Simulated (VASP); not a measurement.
# ZnSe (I-4m2) in VASP: notebook

Runs on ZnSe. Level: r2SCAN. Tasks: single point.

Everything below comes from runs of VASP 6.6.1. Logs are shortened: lines on timing, memory, paths and dates and some standing lists are left out, and cuts for length are marked.

## Step 1: The cell of the first run

Symmetry: I-4m2, No. 119, tetragonal system. The conventional cell has a = 3.686 Å, b = 3.686 Å, c = 5.439 Å, α = 90.00°, β = 90.00°, γ = 90.00°. Within 3.0 Å of Zn (site symmetry -4m2) lie 4 Se at 2.29 Å. Se (site symmetry -4m2) has 4 Zn at 2.29 Å within 3.0 Å.

## Step 2: Single point, r2SCAN (strain -0.080 along x and y, -0.040 along z)

POSCAR

```
ZnSe
1.0
    0.0000000000      2.6063096149      2.7196274243
    2.6063096149      0.0000000000      2.7196274243
    2.6063096149      2.6063096149      0.0000000000
Zn Se
1 1
Direct
    0.0000000000      0.0000000000      0.0000000000
    0.7500000000      0.7500000000      0.7500000000
```

INCAR.step1

```
ALGO     = Normal         # electronic algorithm
EDIFF    = 1E-4           # SCF threshold, eV
ENCUT    = 520            # plane-wave cutoff, eV
GGA      = PE             # functional
ISMEAR   = 0              # smearing method
LASPH    = True           # aspherical terms in the spheres
LCHARG   = False          # write CHGCAR
LREAL    = False          # projectors in reciprocal space
LWAVE    = True           # write WAVECAR
NBANDS   = 16             # bands
NELM     = 80             # most SCF steps
PREC     = Accurate       # precision mode
SIGMA    = 0.05           # smearing width, eV
```

INCAR.step2

```
ALGO     = Normal         # electronic algorithm
EDIFF    = 1E-6           # SCF threshold, eV
ENCUT    = 520            # plane-wave cutoff, eV
ISIF     = 2              # what is computed and relaxed
ISMEAR   = 0              # smearing method
ISTART   = 1            
LASPH    = True           # aspherical terms in the spheres
LCHARG   = False          # write CHGCAR
LMIXTAU  = True         
LREAL    = False          # projectors in reciprocal space
LWAVE    = False          # write WAVECAR
METAGGA  = R2SCAN         # meta-GGA
NBANDS   = 16             # bands
NELM     = 80             # most SCF steps
PREC     = Accurate       # precision mode
SIGMA    = 0.05           # smearing width, eV
```

KPOINTS

```
k-points
0
Gamma
  8 8 8
```

Potentials or basis: VASP PAW PBE potentials, release 64 (Zn, Se).

Run with:

```bash
$ cat potpaw_PBE.64/Zn/POTCAR potpaw_PBE.64/Se/POTCAR > POTCAR
$ cp INCAR.step1 INCAR
$ mpirun -np 1 vasp_std > vasp.out
$ cp INCAR.step2 INCAR
$ mpirun -np 1 vasp_std > vasp.out
```

OUTCAR:

```text
EDIFF = 1E-6
   ENCUT = 520
   ISIF = 2
   ISMEAR = 0
   ISTART = 1
   LASPH = True
   LREAL = False
   METAGGA = R2SCAN
   NELM = 80
   PREC = Accurate

 ion  position               nearest neighbor table
   1  0.000  0.000  0.000-   2 2.29   2 2.29   2 2.29   2 2.29
   2  0.750  0.750  0.750-   1 2.29   1 2.29   1 2.29   1 2.29

  LATTYP: Found a body centered tetragonal cell.
 ALAT       =     3.6858784051
 C/A-ratio  =     1.4757011086

  Lattice vectors:

 A1 = (  -2.6063096149,   0.0000000000,   2.7196274243)
 A2 = (   2.6063096149,   0.0000000000,   2.7196274243)
 A3 = (   0.0000000000,   2.6063096149,  -2.7196274243)

Analysis of symmetry for initial positions (statically):
=====================================================================
 Subroutine PRICEL returns:
 Original cell was already a primitive cell.

 Routine SETGRP: Setting up the symmetry group for a
 body centered tetragonal supercell.

 Subroutine GETGRP returns: Found  8 space group operations
 (whereof  8 operations were pure point group operations)
 out of a pool of 16 trial point group operations.

The static configuration has the point symmetry D_2d.

Analysis of symmetry for dynamics (positions and initial velocities):
=====================================================================
 Subroutine PRICEL returns:
 Original cell was already a primitive cell.

 Routine SETGRP: Setting up the symmetry group for a
 body centered tetragonal supercell.

 Subroutine GETGRP returns: Found  8 space group operations
 (whereof  8 operations were pure point group operations)
 out of a pool of 16 trial point group operations.

The dynamic configuration has the point symmetry D_2d.

 Subroutine INISYM returns: Found  8 space group operations
 (whereof  8 operations are pure point group operations),
 and found     1 'primitive' translations

----------------------------------------------------------------------------------------

                                     Primitive cell

  volume of cell :      36.9480

  direct lattice vectors                    reciprocal lattice vectors
     0.000000000  2.606309615  2.719627424    -0.191842135  0.191842135  0.183848712
[... 81 lines left out ...]
   LNONCOLLINEAR =      F non collinear calculations
   LSORBIT =      F    spin-orbit coupling
   LASPH  =      T    aspherical Exc in radial PAW
   ENCUT  =  520.0 eV  38.22 Ry    6.18 a.u.   7.00  7.00  6.85*2*pi/ulx,y,z
   NELM   =     80;   NELMIN=  2; NELMDL=  0     # of ELM steps
   EDIFF  = 0.1E-05   stopping-criterion for ELM
   LREAL  =      F    real-space projection
   EDIFFG = 0.1E-04   stopping-criterion for IOM
   NSW    =      0    number of steps for IOM
   IBRION =     -1    ionic relax: 0-MD 1-quasi-New 2-CG
   NFREE  =      0    steps in history (QN), initial steepest desc. (CG)
   ISIF   =      2    stress and relaxation
   ISYM   =      2    0-nonsym 1-usesym 2-fastsym
   POTIM  = 0.5000    time-step for ionic-motion
   TEBEG  =    0.0;   TEEND  =   0.0 temperature during run
   PSTRESS=    0.0 pullay stress
   NELECT =      18.0000    total number of electrons
   NUPDOWN=      -1.0000    fix difference up-down
   EMIN   =  10.00;   EMAX   =-10.00  energy-range for DOS
   EFERMI =   0.00;   METHOD = LEGACY
   ISMEAR =     0;   SIGMA  =   0.05  broadening in eV -4-tet -1-fermi 0-gaus
   EFERMI_NEDOS =   21; number of points for ismear=-14 and -15
   IALGO  =     38    algorithm
   IMIX   =      4    mixing-type and parameters
     AMIX     =   0.40;   BMIX     =  1.00
     AMIX_MAG =   1.60;   BMIX_MAG =  1.00
  volume/ion in A,a.u.               =      18.47       124.67
  Fermi-wavevector in a.u.,A,eV,Ry     =   1.288156  2.434262 22.576778  1.659346
  Thomas-Fermi vector in A             =   2.420127
   LORBIT       =      0    0 simple, 1 ext, 2 COOP (PROOUT), +10 PAW based schemes
   METAGGA = R2SCAN    functional components
   LHFCALC =     F    Hartree Fock is set to
   AEXX    =    0.0000 exact exchange contribution
   IVDW    =     0    specifies the selected vdW correction
   LEPSILON=     F    determine dielectric tensor
   LRPA    =     F    only Hartree local field effects (RPA)
 non-spin polarized calculation
 Gauss-broadening in eV      SIGMA  =   0.05
  energy-cutoff  :      520.00
  volume of cell :       36.95
 maximum number of plane-waves:      1014
   NGX = 13   NGY = 13   NGZ = 13

 number of electron      18.0000002 magnetization

 Free energy of the ion-electron system (eV)
  ---------------------------------------------------
  ext. energy  EPLUGINS =         0.00000000
  ---------------------------------------------------
  free energy    TOTEN  =       -24.42600321 eV

  energy without entropy =      -24.42600321  energy(sigma->0) =      -24.42600321

 E-fermi :   3.6468     XC(G=0): -10.9854

 val. band max:        3.4155921539   @ k =   0.0000   0.0000   0.0000
 cond. band min:       6.0418769509   @ k =   0.5000   0.0000   0.5000
 fundamental gap:      2.6262847969
 Fermi energy:         3.6467704904

 k-point     1 :       0.0000    0.0000    0.0000
  band No.  band energies     occupation
      1     -12.0031      2.00000
      2      -4.3706      2.00000
      3      -4.3443      2.00000
      4      -4.3443      2.00000
      5      -3.7238      2.00000
      6      -3.7026      2.00000
[... 433 lines left out ...]
      3      -4.2120      2.00000
      4      -4.1572      2.00000
      5      -3.7141      2.00000
      6      -3.6740      2.00000
[... 8 lines left out ...]
     15      16.4619      0.00000
     16      17.1093      0.00000

 [... further k-points ...]

------------------------ aborting loop because EDIFF is reached ----------------------------------------

  FORCE on cell =-STRESS in cart. coord.  units (eV):
  Direction    XX          YY          ZZ          XY          YZ          ZX
  --------------------------------------------------------------------------------------
  -------------------------------------------------------------------------------------
  Total        5.0955013      5.0955013      4.8058946      0.0000000      0.0000000      0.0000000
  in kB      220.9561424    220.9561424    208.3979315      0.0000000      0.0000000      0.0000000
  external PRESSURE =     216.7700721 kB  Pullay stress =       0.0000000 kB

 VOLUME and BASIS-vectors are now :
 -----------------------------------------------------------------------------
  energy-cutoff  :      520.00
  volume of cell :       36.95
      direct lattice vectors                 reciprocal lattice vectors
     0.000000000  2.606309615  2.719627424    -0.191842135  0.191842135  0.183848712
     2.606309615  0.000000000  2.719627424     0.191842135 -0.191842135  0.183848712
     2.606309615  2.606309615  0.000000000     0.191842135  0.191842135 -0.183848712

 POSITION                                       TOTAL-FORCE (eV/Angst)
 -----------------------------------------------------------------------------------
      0.00000      0.00000      0.00000        -0.000000     -0.000000      0.000000
      3.90946      3.90946      4.07944         0.000000      0.000000     -0.000000
 -----------------------------------------------------------------------------------
    total drift:                               -0.000038     -0.000038     -0.000000

  FREE ENERGIE OF THE ION-ELECTRON SYSTEM (eV)
  ---------------------------------------------------
  free  energy   TOTEN  =       -24.4260032074 eV

  energy  without entropy=      -24.4260032074  energy(sigma->0) =      -24.42600321
```

OUTCAR.step1:

```text
EDIFF = 1E-4
   ENCUT = 520
   GGA = PE
   ISMEAR = 0
   LASPH = True
[... 677 lines left out ...]
 -----------------------------------------------------------------------------------
      0.00000      0.00000      0.00000        -0.000000     -0.000000      0.000000
      3.90946      3.90946      4.07944         0.000000      0.000000     -0.000000
 -----------------------------------------------------------------------------------
    total drift:                               -0.000002     -0.000002     -0.000003

  FREE ENERGIE OF THE ION-ELECTRON SYSTEM (eV)
  ---------------------------------------------------
  free  energy   TOTEN  =        -5.4029989060 eV

  energy  without entropy=       -5.4029989060  energy(sigma->0) =       -5.40299891
```

Run time: 3.8 min. Hardware: 1 thread of Intel Xeon 8259CL, shared host; peak memory 0.18 GiB.

What came out:

```yaml
Free_energy: -24.4260 eV
Pressure: 21.7 GPa
Band_gap_on_the_k_mesh: 2.63 eV (least direct gap 2.77 eV)
```

Stress tensor (GPa, compression positive):
```
22.10  0.00  0.00
 0.00 22.10  0.00
 0.00  0.00 20.84
```

Levels at points of the mesh, in eV from the valence-band top:
| k point | band 6 | band 7 | band 8 | band 9 | band 10 | band 11 | band 12 | band 13 |
| --- | --- | --- | --- | --- | --- | --- | --- | --- |
| (0.00, 0.00, 0.00) | -7.12 | -0.21 | 0.00 | 0.00 | 2.77 | 6.09 | 6.09 | 6.09 |
| (0.50, 0.00, 0.00) | -6.98 | -6.83 | -1.48 | -1.15 | 3.31 | 6.49 | 6.87 | 9.46 |
| (0.50, 0.50, 0.00) | -6.92 | -6.04 | -2.99 | -2.99 | 2.93 | 3.94 | 12.96 | 13.60 |
| (0.50, 0.00, 0.50) | -6.84 | -5.76 | -3.34 | -3.21 | 2.63 | 3.49 | 13.14 | 13.44 |

Caveat: the cell differs from its parent crystal (strain -0.080 along x and y, -0.040 along z); the cell stands under pressure; the PAW data sets were made with another functional, which shifts forces and pressure a little.

## Step 3: Single point, r2SCAN (strain -0.040 along x and y, +0.000 along z)

POSCAR

```
ZnSe
1.0
    0.0000000000      2.7196274243      2.8329452336
    2.7196274243      0.0000000000      2.8329452336
    2.7196274243      2.7196274243      0.0000000000
Zn Se
1 1
Direct
    0.0000000000      0.0000000000      0.0000000000
    0.7500000000      0.7500000000      0.7500000000
```

INCAR.step1

```
SYSTEM = ZnSe
ALGO = Normal ; EDIFF = 1E-4
ENCUT = 520 ; GGA = PE
ISMEAR = 0 ; LASPH = .True.
LCHARG = .False. ; LREAL = .False.
LWAVE = .True. ; NBANDS = 16
NELM = 80 ; PREC = Accurate
SIGMA = 0.05
```

INCAR.step2

```
SYSTEM = ZnSe
ALGO = Normal ; EDIFF = 1E-7
ENCUT = 520 ; ISIF = 2
ISMEAR = 0 ; ISTART = 1
LASPH = .True. ; LCHARG = .False.
LMIXTAU = .True. ; LREAL = .False.
LWAVE = .False. ; METAGGA = R2SCAN
NBANDS = 16 ; NELM = 80
PREC = Accurate ; SIGMA = 0.05
```

KPOINTS

```
k-points
0
Gamma
  8 8 8
  0 0 0
```

Potentials or basis: VASP PAW PBE potentials, release 64 (Zn, Se).

Run with:

```bash
$ cat potpaw_PBE.64/Zn/POTCAR potpaw_PBE.64/Se/POTCAR > POTCAR
$ cp INCAR.step1 INCAR
$ mpirun -np 1 vasp_std > vasp.out
$ cp INCAR.step2 INCAR
$ mpirun -np 1 vasp_std > vasp.out
```

Run time: 4.2 min. Hardware: 1 thread of Intel Xeon 8259CL, shared host; peak memory 0.2 GiB.

It converged, with:

```
Free energy            : -24.8367 eV
Pressure               : 6.5 GPa
Band gap on the k mesh : 2.17 eV
```

Stress tensor (GPa, compression positive):
```
6.98 0.00 0.00
0.00 6.98 0.00
0.00 0.00 5.41
```

Levels at points of the mesh, in eV from the valence-band top:
```
           k point  band 7  band 8  band 9  band 10  band 11  band 12
(0.00, 0.00, 0.00)   -0.18    0.00    0.00     2.17     6.22     6.22
(0.50, 0.00, 0.00)   -5.93   -1.21   -0.93     3.12     6.63     6.96
(0.50, 0.50, 0.00)   -5.39   -2.44   -2.44     3.24     4.07    11.84
(0.50, 0.00, 0.50)   -5.14   -2.73   -2.64     3.01     3.65    12.26
```

Caveat: the cell differs from its parent crystal (strain -0.040 along x and y, +0.000 along z); the cell stands under pressure; the PAW data sets were made with another functional, which shifts forces and pressure a little.
